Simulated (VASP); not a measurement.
Set up this calculation in VASP 6.6.1, as the native input.

```yaml
Task: single point
Functional: PBE
Potentials_or_basis: VASP PAW PBE potentials, release 64 (Li_sv, Pr_3, N), 4f in core
Cutoff: 750 eV
k_mesh: 4 × 4 × 4
Occupations: gaussian, width 0.2 eV
Spin: no spin polarisation
Dipole_correction: no
Further_INCAR_settings: ALGO = Normal; EDIFF = 1e-06; NBANDS = 32
```

The structure of LiPr3N2 lies in POSCAR:

```
LiPr3N2
1.0
   -2.5872481711      2.5872481711      4.9371986900
    2.5872481711     -2.5872481711      4.9371986900
    2.5872481711      2.5872481711     -4.9371986900
Li Pr N
1 3 2
Direct
    0.4581804358      0.4581804358      0.0000000000
    0.7082529459      0.2082529459      0.5000000000
    0.2082529459      0.7082529459      0.5000000000
   -0.0419416014     -0.0419416014      0.0000000000
    0.9586302469      0.4586302469      0.5000000000
    0.4586302469      0.9586302469      0.5000000000
```

The cell was generated, and may not be a known phase.

These files were run (other wordings do the same):

INCAR

```
ALGO = Normal
EDIFF = 1E-6
ENCUT = 750
GGA = PE
GGA_COMPAT = F
ISIF = 2
ISMEAR = 0
LASPH = T
LCHARG = F
LMAXMIX = 6
LREAL = F
LWAVE = F
NBANDS = 32
NELM = 200
PREC = Accurate
SIGMA = 0.2
```

KPOINTS

```
k-points
0
Gamma
  4 4 4
```

Potentials or basis: VASP PAW PBE potentials, release 64 (Li_sv, Pr_3, N), 4f in core.

Command:

```bash
$ cat potpaw_PBE.64/Li_sv/POTCAR potpaw_PBE.64/Pr_3/POTCAR potpaw_PBE.64/N/POTCAR > POTCAR
$ mpirun -np 1 vasp_std > vasp.out
```

It gave:

```
Pressure               : -0.3 GPa
Largest force          : 0.010 eV/Å
Band gap on the k mesh : zero (bands 23 and 24 overlap by 0.62 eV)
```

Caveat: spin-orbit coupling is left out, which moves the levels of the heavy elements; the 4f electrons are frozen in the core, so they carry no moment and show no levels; the run has no spin polarisation, though such a crystal can be magnetic.

It took 110 s on 1 thread of Intel(R) Xeon(R) 6975P-C (Granite Rapids), on a shared host, peak memory 0.43 GiB.
